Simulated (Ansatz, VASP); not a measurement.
# P: VASP beside Ansatz

The input INCAR:

```
PREC = Accurate
ENCUT = 520
EDIFF = 1E-6
ISMEAR = 0
SIGMA = 0.05
LREAL = F
LASPH = T
NELM = 60
ALGO = Normal
ISIF = 2
LWAVE = F
LCHARG = F
GGA = PS
NBANDS = 18
```

KPOINTS

```
Automatic mesh
0
Gamma
  10 1 8
```

The input POSCAR:

```
P
1.0
    3.3287158819      0.0000000000      0.0000000000
    0.0000000000     35.3345839079      0.0000000000
    0.0000000000      0.0000000000      4.5077239787
P
4
Direct
    0.0000000000      0.9702614300      0.5921507200
    0.0000000000      0.0297385700      0.4078492800
    0.5000000000      0.0297385700      0.0921507200
    0.5000000000      0.9702614300      0.9078492800
```

Input for Ansatz:

```yaml
crystal:
  lattice:
    - [3.3287158819, 0.0, 0.0]
    - [0.0, 35.3345839079, 0.0]
    - [0.0, 0.0, 4.5077239787]
  atoms:
    - { symbol: P, position: [0.0, 0.97026143, 0.59215072] }
    - { symbol: P, position: [0.0, 0.02973857, 0.40784928] }
    - { symbol: P, position: [0.5, 0.02973857, 0.09215072] }
    - { symbol: P, position: [0.5, 0.97026143, 0.90784928] }
basis:
  ecutwfc: 420
kpoints:
  mp_grid: { grid: [10, 1, 8] }
hamiltonian:
  xc: pbesol
scf:
  occupations: { method: gaussian, width: 0.05 }
output:
  forces: true
  stress: true
  eigenvalues: true
```

Alike in both runs: task single point; functional PBEsol; k mesh 10 × 1 × 8; occupations gaussian, width 0.05 eV; no spin polarisation.

|  | VASP | Ansatz |
| --- | --- | --- |
| version | VASP 6.6.1 | Ansatz 0.2.0 |
| potentials or method | VASP PAW PBE potentials, release 64 (P), cutoff 520 eV | scalar-relativistic, plane waves, PAW |
| valence electrons in the cell | 20 | 20 |

```csv
,VASP,Ansatz,Ansatz less VASP
gap on the k mesh at the Fermi level (eV),0.69,0.68,-0.011
least direct gap on the mesh (eV),0.69,0.68,-0.011
rms of the force components (eV/Å),0.366,0.372,+0.0058
```

VASP's potentials were made for PBE, not for PBEsol. Atom by atom the forces differ by 0.011 eV/Å (rms over components). The functional is the same, so the differences come from potentials, cutoffs and numerics.
